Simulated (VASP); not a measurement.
Here is a VASP 6.6.1 calculation.

File POSCAR:

```
Os
1.0
    2.6782863798      0.0000000000      0.0000000000
   -1.3391431899      2.3194640436      0.0000000000
    0.0000000000      0.0000000000      4.2315181138
Os
2
Direct
    0.6666666667      0.3333333333      0.7500000000
    0.3333333333      0.6666666667      0.2500000000
```

The input INCAR.step1:

```
SYSTEM = Os
PREC = Accurate
ENCUT = 520
ISMEAR = -1
SIGMA = 0.05
LREAL = .False.
LASPH = .True.
NELM = 80
NBANDS = 15
GGA = PE
ALGO = Normal
EDIFF = 1E-4
LWAVE = .True.
LCHARG = .False.
```

File INCAR.step2:

```
SYSTEM = Os
PREC = Accurate
ENCUT = 520
EDIFF = 1E-6
ISMEAR = -1
SIGMA = 0.05
LREAL = .False.
LASPH = .True.
NELM = 80
ALGO = Normal
ISIF = 2
LWAVE = .False.
LCHARG = .False.
METAGGA = R2SCAN
LMIXTAU = .True.
NBANDS = 15
ISTART = 1
```

The input KPOINTS:

```
regular mesh
0
Gamma
  11 11 6
  0 0 0
```

Potentials or basis: VASP PAW PBE potentials, release 64 (Os).

Launch:

```bash
$ cat potpaw_PBE.64/Os/POTCAR > POTCAR
$ cp INCAR.step1 INCAR
$ mpirun -np 1 vasp_std > vasp.out
$ cp INCAR.step2 INCAR
$ mpirun -np 1 vasp_std > vasp.out
```

(1) Estimate the band gap on the k mesh.

(2) Predict the pressure.

## Answers

(1) zero (bands 8 and 9 overlap by 4.47 eV).

(2) 34.1 GPa.

Caveat: the cell stands under pressure; the PAW data sets were made with another functional, which shifts forces and pressure a little; spin-orbit coupling is left out, which moves the levels of the heavy elements.
